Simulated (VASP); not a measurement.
Here is a VASP 6.6.1 calculation.

Contents of INCAR:

```
SYSTEM = Cu
PREC = Accurate ; ENCUT = 600
EDIFF = 1E-6 ; ISMEAR = -1
SIGMA = 0.1 ; LREAL = .FALSE.
LASPH = .TRUE. ; NELM = 120
ALGO = Normal ; ISIF = 2
LWAVE = .FALSE. ; LCHARG = .FALSE.
GGA = PS ; NBANDS = 18
GGA_COMPAT = .FALSE.
```

Contents of KPOINTS:

```
Automatic mesh
0
G
  18 18 9
  0 0 0
```

File POSCAR:

```
Cu
1.0
   -1.7159507960      1.4130351362      1.2584009658
    1.4130351362     -1.7159507960      1.2584009658
    3.2110623615      3.2110623615     -1.8131915515
Cu
2
Direct
    0.9586026563      0.0413973437      0.0000000000
    0.7913973437      0.2086026563      0.5000000000
```

Potentials or basis: VASP PAW PBE potentials, release 64 (Cu).

Launch:

```bash
$ cat potpaw_PBE.64/Cu/POTCAR > POTCAR
$ mpirun -np 1 vasp_std > vasp.out
```

Task: Predict the pressure.

Result: -5.2 GPa.

Task: Estimate the band gap on the k mesh.

Result: Zero (bands 11 and 12 overlap by 5.92 eV).

Stress tensor (GPa, compression positive):
```
-5.11  0.24  0.04
 0.24 -5.11  0.04
 0.04  0.04 -5.39
```

Caveat: the cell stands under tension; the PAW data sets were made with another functional, which shifts forces and pressure a little.
